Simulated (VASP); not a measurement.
**CaF2: single point with PBE**

Crystal: CaF2.

```
Ca F
1.0
     0.00000    2.61081    2.78763
     2.61081    0.00000    2.78763
     2.61081    2.61081    0.00000
Ca F
1 2
Direct
  0.00000 0.00000 0.00000
  0.25000 0.25000 0.25000
  0.75000 0.75000 0.75000
```

This cell differs from its parent crystal: epitaxial xy strain -4.0%.

```
Program                : VASP 6.6.1
Task                   : single point
Functional             : PBE
Potentials or basis    : VASP PAW PBE potentials, release 64 (Ca_sv, F)
Cutoff                 : 600 eV
k mesh                 : 4 × 4 × 4
Occupations            : gaussian, width 0.01 eV
Spin                   : no spin polarisation
Dipole correction      : no
Further INCAR settings : ALGO = Normal; EDIFF = 1e-06; NBANDS = 19
```

The pressure is 9.6 GPa and the band gap on the k mesh is 7.43 eV (least direct gap 7.68 eV).

Stress tensor (GPa, compression positive):
```
12.40  0.00  0.00
 0.00 12.40  0.00
 0.00  0.00  4.08
```

Levels at points of the mesh, in eV from the valence-band top:
```
           k point  band 8  band 9  band 10  band 11  band 12  band 13  band 14  band 15  band 16  band 17
(0.00, 0.00, 0.00)   -2.53   -2.37    -0.72    -0.25    -0.25     7.43     9.13     9.48    11.39    11.67
(0.50, 0.00, 0.00)   -1.75   -1.51    -1.47    -1.04    -1.01     9.47     9.50    10.02    10.90    11.28
(0.50, 0.50, 0.00)   -1.90   -1.90    -0.43    -0.43    -0.38     8.08     9.39    10.28    11.03    11.03
(0.50, 0.00, 0.50)   -2.03   -1.76    -0.89    -0.31     0.00     8.09     9.91    10.32    11.15    11.28
```

Run time: 16 s on 1 thread of Intel Xeon 8259CL, on a shared host, peak memory 0.18 GiB.

Caveat: the k points lie up to 0.51 Å⁻¹ apart; the cell differs from its parent crystal (epitaxial xy strain -4.0%). A k mesh can miss the band edges.
